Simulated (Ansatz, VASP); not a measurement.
**One calculation of TlH5, two programs**

```
CELL_PARAMETERS angstrom
3.07238 0.00000 0.00000
-1.53619 2.66076 0.00000
0.00000 0.00000 6.85464
ATOMIC_POSITIONS crystal
Tl 0.00000 0.00000 0.50000
H 0.00000 0.00000 0.25272
H 0.00000 0.00000 0.74728
H 0.50000 0.00000 0.00000
H 0.00000 0.50000 0.00000
H 0.50000 0.50000 0.00000
```

Alike in both runs: task relaxation of cell and atoms; functional PBE; k mesh 12 × 12 × 6; occupations gaussian, width 0.1 eV; no spin polarisation.

```csv
,VASP,Ansatz
version,VASP 6.6.1,Ansatz 0.2.0
potentials or method,"VASP PAW PBE potentials, release 64 (Tl_d, H), cutoff 600 eV","scalar-relativistic, plane waves, PAW"
valence electrons in the cell,18,18
```

```csv
,VASP,Ansatz,Ansatz less VASP
"gap on the k mesh at the Fermi level, each at its own relaxed structure (eV)",none,none,-
relaxed volume (Å³/atom),9.32,9.41,+0.093
relaxed cell length with the largest relative difference (Å),6.850,6.926,+0.0763
```

A gap of «none» marks a metal or a gap that the smearing closes.

Neither program's run includes spin-orbit coupling.
